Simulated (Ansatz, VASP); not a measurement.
**Tc: VASP beside Ansatz**

```xyz
4
Lattice="2.7394 0.0000 0.0000 -1.3697 2.3724 0.0000 0.0000 0.0000 8.7697" Properties=species:S:1:pos:R:3 pbc="T T T"
Tc    1.3697    0.7908    6.5773
Tc    0.0000    0.0000    4.3848
Tc    0.0000    1.5816    2.1924
Tc    0.0000    0.0000    0.0000
```

Alike in both runs: functional LDA; k mesh 11 × 11 × 3; occupations fermi-dirac, width 0.05 eV; no spin polarisation.

|  | VASP | Ansatz |
| --- | --- | --- |
| version | VASP 6.6.1 | Ansatz 0.2.0 |
| potentials or method | VASP PAW LDA potentials, release 64 (Tc_pv), cutoff 520 eV | all-electron LAPW, scalar-relativistic |
| task | single point | band structure |

|  | VASP | Ansatz | Ansatz less VASP |
| --- | --- | --- | --- |
| gap on the k mesh at the Fermi level (eV) | none | none | - |
| pressure (GPa) | -10.6 | -10.6 | -0.03 |
| traceless stress, the component that is largest in VASP (GPa) | 0.88 | 0.92 | +0.041 |

LDA's correlation is that of Perdew and Zunger in VASP and of Perdew and Wang (1992) in Ansatz. A gap of «none» marks a metal or a gap that the smearing closes. Ansatz ran all-electron here, and VASP with PAW potentials.
